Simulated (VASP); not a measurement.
# W (P6/mmm) in VASP: a series of runs

The runs below take W through single point, relaxation of cell and atoms, with revPBE.

Everything below comes from runs of VASP 6.6.1. Logs are shortened: lines on timing, memory, paths and dates and some standing lists are left out, and cuts for length are marked.

**1. The cell of the first run**

The structure is hexagonal, space group P6/mmm (No. 191). The conventional cell has a = 4.701 Å, b = 4.701 Å, c = 2.618 Å, α = 90.00°, β = 90.00°, γ = 120.00°. W (site symmetry 6/mmm) has 14 W at 2.62 to 3.01 Å within 3.5 Å. W (site symmetry -6m2) has 11 W at 2.62 to 3.01 Å within 3.5 Å.

This isn't the form of W at room conditions, which is bcc.

**2. Single point, revPBE**

INCAR

```
PREC     = Accurate       # precision mode
ENCUT    = 520            # plane-wave cutoff, eV
EDIFF    = 1E-7           # SCF threshold, eV
ISMEAR   = -1             # smearing method
SIGMA    = 0.1            # smearing width, eV
LREAL    = F              # projectors in reciprocal space
LASPH    = T              # aspherical terms in the spheres
NELM     = 80             # most SCF steps
ALGO     = Normal         # electronic algorithm
ISIF     = 2              # what is computed and relaxed
LWAVE    = F              # write WAVECAR
LCHARG   = F              # write CHGCAR
GGA      = RE             # functional
NBANDS   = 28             # bands
```

KPOINTS

```
regular mesh
0
Gamma
  10 10 16
```

POSCAR

```
W
1.0
    4.7014639456      0.0000000000      0.0000000000
   -2.3507319728      4.0715872118      0.0000000000
    0.0000000000      0.0000000000      2.6179221725
W
3
Direct
    0.0000000000      1.0000000000      0.0000000000
    0.3333333333      0.6666666667      0.5000000000
    0.6666666667      0.3333333333      0.5000000000
```

Potentials or basis: VASP PAW PBE potentials, release 64 (W_sv).

Launch:

```console
$ cat potpaw_PBE.64/W_sv/POTCAR > POTCAR
$ mpirun -np 1 vasp_std > vasp.out
```

OUTCAR:

```text
PREC = Accurate
   ENCUT = 520
   EDIFF = 1E-7
   ISMEAR = -1
   LREAL = F
   LASPH = T
   NELM = 80
   ISIF = 2
   GGA = RE

 ion  position               nearest neighbor table
   1  0.000  0.000  0.000-   2 3.01   3 3.01   2 3.01   3 3.01   2 3.01   2 3.01   3 3.01   3 3.01
                             3 3.01   3 3.01   2 3.01   2 3.01
   2  0.333  0.667  0.500-   3 2.71   3 2.71   3 2.71   1 3.01   1 3.01   1 3.01   1 3.01   1 3.01
                             1 3.01
   3  0.667  0.333  0.500-   2 2.71   2 2.71   2 2.71   1 3.01   1 3.01   1 3.01   1 3.01   1 3.01
                             1 3.01

  LATTYP: Found a hexagonal cell.
 ALAT       =     4.7014639456
 C/A-ratio  =     0.5568312770

  Lattice vectors:

 A1 = (   4.7014639456,   0.0000000000,   0.0000000000)
 A2 = (  -2.3507319728,   4.0715872118,   0.0000000000)
 A3 = (   0.0000000000,   0.0000000000,   2.6179221725)

Analysis of symmetry for initial positions (statically):
=====================================================================
 Subroutine PRICEL returns:
 Original cell was already a primitive cell.

 Routine SETGRP: Setting up the symmetry group for a
 hexagonal supercell.

 Subroutine GETGRP returns: Found 24 space group operations
 (whereof 24 operations were pure point group operations)
 out of a pool of 24 trial point group operations.

The static configuration has the point symmetry D_6h.

Analysis of symmetry for dynamics (positions and initial velocities):
=====================================================================
 Subroutine PRICEL returns:
 Original cell was already a primitive cell.

 Routine SETGRP: Setting up the symmetry group for a
 hexagonal supercell.

 Subroutine GETGRP returns: Found 24 space group operations
 (whereof 24 operations were pure point group operations)
 out of a pool of 24 trial point group operations.

The dynamic configuration has the point symmetry D_6h.

 Subroutine INISYM returns: Found 24 space group operations
 (whereof 24 operations are pure point group operations),
 and found     1 'primitive' translations

----------------------------------------------------------------------------------------

                                     Primitive cell

  volume of cell :      50.1134

  direct lattice vectors                    reciprocal lattice vectors
     4.701463946  0.000000000  0.000000000     0.212699706  0.122802233  0.000000000
    -2.350731973  4.071587212  0.000000000     0.000000000  0.245604465  0.000000000
     0.000000000  0.000000000  2.617922173     0.000000000  0.000000000  0.381982326

  length of vectors
     4.701463946  4.701463946  2.617922173     0.245604465  0.245604465  0.381982326

  position of ions in fractional coordinates (direct lattice)
     0.000000000  0.000000000  0.000000000
     0.333333333  0.666666667  0.500000000
     0.666666667  0.333333333  0.500000000

  ion indices of the primitive-cell ions
   primitive index   ion index
                 1           1
                 2           2
                 3           3

----------------------------------------------------------------------------------------

 KPOINTS: regular mesh

Automatic generation of k-mesh.
 Grid dimensions read from file:
 generate k-points for:   10   10   16

 Generating k-lattice:

  Cartesian coordinates                     Fractional coordinates (reciprocal lattice)
     0.021269971  0.012280223  0.000000000     0.100000000  0.000000000  0.000000000
     0.000000000  0.024560447  0.000000000     0.000000000  0.100000000  0.000000000
     0.000000000  0.000000000  0.023873895     0.000000000  0.000000000  0.062500000

  Length of vectors
     0.024560447  0.024560447  0.023873895

  Shift w.r.t. Gamma in fractional coordinates (k-lattice)
     0.000000000  0.000000000  0.000000000

 Subroutine IBZKPT returns following result:
 ===========================================

 Found    126 irreducible k-points:

 Following reciprocal coordinates:
            Coordinates               Weight
  0.000000  0.000000  0.000000      1.000000
  0.100000  0.000000  0.000000      6.000000
  0.200000  0.000000  0.000000      6.000000
  0.300000  0.000000  0.000000      6.000000
  0.400000  0.000000  0.000000      6.000000
  0.500000  0.000000  0.000000      3.000000
[... 16 lines left out ...]
  0.300000  0.100000  0.062500     24.000000
  0.400000  0.100000  0.062500     24.000000
 [... further k-points ...]
   k-points           NKPTS =    126   k-points in BZ     NKDIM =    126   number of bands    NBANDS=     28
   number of dos      NEDOS =    301   number of ions     NIONS =      3
   total plane-waves  NPLWV =  25920
   dimension x,y,z NGX =    36 NGY =   36 NGZ =   20
   dimension x,y,z NGXF=    72 NGYF=   72 NGZF=   40
   ions per type =               3
   NGX,Y,Z   is equivalent  to a cutoff of  12.73, 12.73, 12.70 a.u.
   NGXF,Y,Z  is equivalent  to a cutoff of  25.46, 25.46, 25.40 a.u.
 SYSTEM =  unknown system
   PREC   = accura    normal or accurate (medium, high low for compatibility)
   ISTART =      0    job   : 0-new  1-cont  2-samecut
   ICHARG =      2    charge: 1-file 2-atom 10-const
   ISPIN  =      1    spin polarized calculation?
   LNONCOLLINEAR =      F non collinear calculations
   LSORBIT =      F    spin-orbit coupling
   LASPH  =      T    aspherical Exc in radial PAW
   ENCUT  =  520.0 eV  38.22 Ry    6.18 a.u.   8.74  8.74  4.87*2*pi/ulx,y,z
   NELM   =     80;   NELMIN=  2; NELMDL= -5     # of ELM steps
   EDIFF  = 0.1E-06   stopping-criterion for ELM
   LREAL  =      F    real-space projection
   EDIFFG = 0.1E-05   stopping-criterion for IOM
   NSW    =      0    number of steps for IOM
   IBRION =     -1    ionic relax: 0-MD 1-quasi-New 2-CG
   NFREE  =      0    steps in history (QN), initial steepest desc. (CG)
   ISIF   =      2    stress and relaxation
   ISYM   =      2    0-nonsym 1-usesym 2-fastsym
   POTIM  = 0.5000    time-step for ionic-motion
   TEBEG  =    0.0;   TEEND  =   0.0 temperature during run
   PSTRESS=    0.0 pullay stress
   NELECT =      42.0000    total number of electrons
   NUPDOWN=      -1.0000    fix difference up-down
   EMIN   =  10.00;   EMAX   =-10.00  energy-range for DOS
   EFERMI =   0.00;   METHOD = LEGACY
   ISMEAR =    -1;   SIGMA  =   0.10  broadening in eV -4-tet -1-fermi 0-gaus
   EFERMI_NEDOS =   21; number of points for ismear=-14 and -15
   IALGO  =     38    algorithm
   IMIX   =      4    mixing-type and parameters
     AMIX     =   0.40;   BMIX     =  1.00
     AMIX_MAG =   1.60;   BMIX_MAG =  1.00
  volume/ion in A,a.u.               =      16.70       112.73
  Fermi-wavevector in a.u.,A,eV,Ry     =   1.543500  2.916793 32.414429  2.382393
  Thomas-Fermi vector in A             =   2.649154
   LORBIT       =      0    0 simple, 1 ext, 2 COOP (PROOUT), +10 PAW based schemes
   GGA     = RE    functional components
   LHFCALC =     F    Hartree Fock is set to
   AEXX    =    0.0000 exact exchange contribution
   IVDW    =     0    specifies the selected vdW correction
   LEPSILON=     F    determine dielectric tensor
   LRPA    =     F    only Hartree local field effects (RPA)
 non-spin polarized calculation
  energy-cutoff  :      520.00
  volume of cell :       50.11
 maximum number of plane-waves:      1378
 NGX is ok and might be reduce to    36
   NGX = 17   NGY = 17   NGZ =  9

 number of electron      41.9999997 magnetization

 Free energy of the ion-electron system (eV)
  ---------------------------------------------------
  ext. energy  EPLUGINS =         0.00000000
  ---------------------------------------------------
  free energy    TOTEN  =       -35.96840223 eV

  energy without entropy =      -35.84977893  energy(sigma->0) =      -35.90909058

 E-fermi :  10.5474     XC(G=0): -13.2804

 val. band max:       10.5454395175   @ k =   0.2000   0.1000   0.1875
 cond. band min:      10.5475296617   @ k =   0.1000   0.0000   0.3125
 fundamental gap:      0.0020901442
 Fermi energy:        10.5474164375

 k-point     1 :       0.0000    0.0000    0.0000
  band No.  band energies     occupation
      1     -63.5067      2.00000
      2     -63.3302      2.00000
      3     -63.2379      2.00000
      4     -27.8518      2.00000
      5     -27.8518      2.00000
      6     -27.8112      2.00000
[... 20 lines left out ...]
     27      15.7938      0.00000
     28      15.7938      0.00000

 k-point     2 :       0.1000    0.0000    0.0000
  band No.  band energies     occupation
      1     -63.5060      2.00000
      2     -63.3288      2.00000
      3     -63.2401      2.00000
      4     -27.9255      2.00000
      5     -27.9102      2.00000
      6     -27.7325      2.00000
[... 20 lines left out ...]
     27      15.5660      0.00000
     28      15.7605      0.00000

 k-point     3 :       0.2000    0.0000    0.0000
  band No.  band energies     occupation
      1     -63.5042      2.00000
      2     -63.3245      2.00000
      3     -63.2464      2.00000
      4     -28.0042      2.00000
      5     -27.9399      2.00000
      6     -27.6396      2.00000
[... 20 lines left out ...]
     27      14.9897      0.00000
     28      15.6590      0.00000

 k-point     4 :       0.3000    0.0000    0.0000
  band No.  band energies     occupation
      1     -63.5021      2.00000
      2     -63.3175      2.00000
      3     -63.2557      2.00000
      4     -28.0655      2.00000
      5     -27.9170      2.00000
      6     -27.5580      2.00000
[... 578 lines left out ...]
     27      14.2693      0.00000
     28      15.3475      0.00000

 k-point    23 :       0.3000    0.1000    0.0625
  band No.  band energies     occupation
      1     -63.4970      2.00000
      2     -63.3083      2.00000
      3     -63.2584      2.00000
      4     -28.0585      2.00000
      5     -27.8991      2.00000
      6     -27.5824      2.00000
[... 20 lines left out ...]
     27      14.3859      0.00000
     28      15.1431      0.00000

 k-point    24 :       0.4000    0.1000    0.0625
  band No.  band energies     occupation
      1     -63.4959      2.00000
      2     -63.3007      2.00000
      3     -63.2672      2.00000
      4     -28.0821      2.00000
      5     -27.8054      2.00000
      6     -27.6802      2.00000
[... 20 lines left out ...]
     27      14.7361      0.00000
     28      14.8698      0.00000

 [... further k-points ...]
[... 5 lines left out ...]
  --------------------------------------------------------------------------------------
  -------------------------------------------------------------------------------------
  Total        0.1537519      0.1537519      0.1465653      0.0000000      0.0000000      0.0000000
  in kB        4.9156096      4.9156096      4.6858468      0.0000000      0.0000000      0.0000000
  external PRESSURE =       4.8390220 kB  Pullay stress =       0.0000000 kB

 VOLUME and BASIS-vectors are now :
 -----------------------------------------------------------------------------
  energy-cutoff  :      520.00
  volume of cell :       50.11
      direct lattice vectors                 reciprocal lattice vectors
     4.701463946  0.000000000  0.000000000     0.212699706  0.122802233  0.000000000
    -2.350731973  4.071587212  0.000000000     0.000000000  0.245604465  0.000000000
     0.000000000  0.000000000  2.617922173     0.000000000  0.000000000  0.381982326

 POSITION                                       TOTAL-FORCE (eV/Angst)
 -----------------------------------------------------------------------------------
      0.00000      0.00000      0.00000        -0.000000      0.000000      0.000000
     -0.00000      2.71439      1.30896        -0.000000      0.000000     -0.000000
      2.35073      1.35720      1.30896         0.000000     -0.000000      0.000000
 -----------------------------------------------------------------------------------
    total drift:                                0.000000      0.000000     -0.000000

  FREE ENERGIE OF THE ION-ELECTRON SYSTEM (eV)
  ---------------------------------------------------
  free  energy   TOTEN  =       -35.9684022255 eV

  energy  without entropy=      -35.8497789275  energy(sigma->0) =      -35.90909058
```

Wall time 3.6 min (1 thread of Intel Xeon 8259CL, shared host); peak memory 0.26 GiB.

What came out:

```yaml
Free_energy: -35.9684 eV
Pressure: 0.5 GPa
Band_gap_on_the_k_mesh: zero (bands 21 and 22 overlap by 0.61 eV)
```

Caveat: the PAW data sets were made with another functional, which shifts forces and pressure a little; spin-orbit coupling is left out, which moves the levels of the heavy elements.

**3. Relaxation of cell and atoms, revPBE**

This run uses another cell than the first one, of 15.85 Å³/atom.

INCAR

```
PREC = Accurate
ENCUT = 600
EDIFF = 1E-7
ISMEAR = -1
SIGMA = 0.1
LREAL = F
LASPH = T
NELM = 80
ALGO = Normal
ISIF = 3
LWAVE = F
LCHARG = F
GGA = RE
IBRION = 2
NSW = 80
EDIFFG = -0.01
```

KPOINTS

```
Automatic mesh
0
Gamma
  8 8 11
```

POSCAR

```
W
1.0
    4.4740055658      0.0000000000      0.0000000000
   -2.2370027829      3.8746024767      0.0000000000
    0.0000000000      0.0000000000      2.7425654118
W
3
Direct
    0.0000000000      0.0000000000      0.0000000000
    0.3333333333      0.6666666667      0.5000000000
    0.6666666667      0.3333333333      0.5000000000
```

Potentials or basis: VASP PAW PBE potentials, release 64 (W_sv).

Launch:

```console
$ cat potpaw_PBE.64/W_sv/POTCAR > POTCAR
$ mpirun -np 1 vasp_std > vasp.out
```

Wall time 15 min (1 thread of Intel Xeon 8259CL, shared host); peak memory 0.24 GiB.

The run converged. Its results:

```yaml
Free_energy: -35.9617 eV
Relaxed_volume: 16.74 Å³/atom
Relaxed_cell: a = 4.703 Å, b = 4.703 Å, c = 2.621 Å, α = 90.00°, β = 90.00°, γ = 120.00°
Space_group_after_relaxing_to_0.1_Å: P6/mmm (No. 191)
Energy_gained_by_relaxing: 177.9 meV/atom
Ionic_steps: 13
Pressure_after_relaxing: 0.0 GPa
Band_gap_on_the_k_mesh: zero (bands 21 and 22 overlap by 0.64 eV)
```

The path:
```tsv
step	energy change (eV)	largest force (eV/Å)	pressure (GPa)	volume (Å³)
1	0.0000	0.0000	16.93	47.54
2	0.6447	0.0000	-29.89	59.52
3	-0.4287	0.0000	-8.89	51.97
4	-0.4303	0.0000	-7.60	51.68
5	-0.1393	0.0000	11.42	48.87
6	-0.5287	0.0000	-2.86	50.76
7	-0.5292	0.0000	-2.54	50.71
8	-0.5292	0.0000	-2.42	50.69
9	-0.5197	0.0000	4.61	49.37
10	-0.5338	0.0000	0.04	50.20
11	-0.5338	0.0000	0.10	50.19
12	-0.5338	0.0000	-0.17	50.24
13	-0.5338	0.0000	0.00	50.21
```

Final structure:
```xyz
3
Lattice="4.7032 0.0000 0.0000 -2.3516 4.0731 0.0000 0.0000 0.0000 2.6210" Properties=species:S:1:pos:R:3 pbc="T T T"
W    -2.3516    4.0731    0.0000
W     0.0000    2.7154    1.3105
W     2.3516    1.3577    1.3105
```

Levels at points of the mesh, in eV from the Fermi level:
| k point | band 19 | band 20 | band 21 | band 22 | band 23 | band 24 |
| --- | --- | --- | --- | --- | --- | --- |
| (0.00, 0.00, 0.00) | -2.41 | -2.19 | -0.26 | -0.26 | 2.13 | 2.13 |
| (0.50, 0.00, 0.00) | -2.14 | -2.05 | 0.26 | 1.00 | 2.35 | 2.41 |

Caveat: the PAW data sets were made with another functional, which shifts forces and pressure a little; spin-orbit coupling is left out, which moves the levels of the heavy elements.
